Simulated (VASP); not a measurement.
AgCl:

```
Ag Cl
1.0
     0.00000    3.02936    3.02936
     3.02936    0.00000    3.02936
     3.02936    3.02936    0.00000
Ag Cl
1 1
Direct
  0.00000 0.00000 0.00000
  0.25000 0.25000 0.25000
```

```yaml
Program: VASP 6.6.1
Task: relaxation of cell and atoms
Functional: LDA
Potentials_or_basis: VASP PAW LDA potentials, release 64 (Ag, Cl)
Cutoff: 600 eV
k_mesh: 6 × 6 × 6
Occupations: fermi-dirac, width 0.02 eV
Spin: no spin polarisation
```

At the start: pressure -4.9 GPa; volume 27.80 Å³/atom.

**Question.** Where does the relaxation end?

**Answer.** Over 6 steps the energy falls by 65.4 meV/atom and the volume is 24.09 Å³/atom (-13.3 %); space group F-43m (No. 216, to 0.1 Å) before and after.

The path:
```csv
step,energy change (eV),largest force (eV/Å),pressure (GPa),volume (Å³)
1,0.0000,0.0000,-4.87,55.60
2,-0.1284,0.0000,-0.82,49.07
3,-0.1308,0.0000,-0.11,48.27
4,-0.1308,0.0000,0.08,48.13
5,-0.1308,0.0000,-0.07,48.22
6,-0.1308,0.0000,-0.02,48.18
```

Final structure:
```xyz
2
Lattice="0.0000 2.8881 2.8881 2.8881 0.0000 2.8881 2.8881 2.8881 0.0000" Properties=species:S:1:pos:R:3 pbc="T T T"
Ag    0.0000    0.0000    0.0000
Cl    1.4441    1.4441    1.4441
```
